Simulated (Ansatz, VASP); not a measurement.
## Two plane-wave programs on Cl

```
Cl
1.0
     3.94716    2.27890    6.73150
    -3.94716    2.27890    6.73150
     0.00000   -4.55779    6.73150
Cl
12
Direct
  0.01019 0.65361 0.01019
  0.01019 0.01019 0.65361
  0.65361 0.01019 0.01019
  0.98981 0.34639 0.98981
  0.34639 0.98981 0.98981
  0.98981 0.98981 0.34639
  0.22118 0.63060 0.22118
  0.22118 0.22118 0.63060
  0.63060 0.22118 0.22118
  0.77882 0.36940 0.77882
  0.36940 0.77882 0.77882
  0.77882 0.77882 0.36940
```

Alike in both runs: task single point; functional PBE; k mesh 3 × 3 × 3; occupations gaussian, width 0.1 eV; no spin polarisation.

```csv
,VASP,Ansatz
version,VASP 6.6.1,Ansatz 0.2.0
potentials or method,"VASP PAW PBE potentials, release 64 (Cl), cutoff 520 eV","scalar-relativistic, plane waves, PAW"
valence electrons in the cell,84,84
```

Ansatz gave:

* gap on the k mesh at the Fermi level (eV): none
* pressure (GPa): 0.5
* traceless stress, the component that is largest in VASP (GPa): -1.21
* rms of the force components (eV/Å): 0.633

Estimate VASP's values.

gap on the k mesh at the Fermi level (eV): none; pressure (GPa): 0.5; traceless stress, the component that is largest in VASP (GPa): -1.22; rms of the force components (eV/Å): 0.635.

Atom by atom the forces differ by 0.003 eV/Å (rms over components). A gap of «none» marks a metal or a gap that the smearing closes. The functional is the same, so the differences come from potentials, cutoffs and numerics.
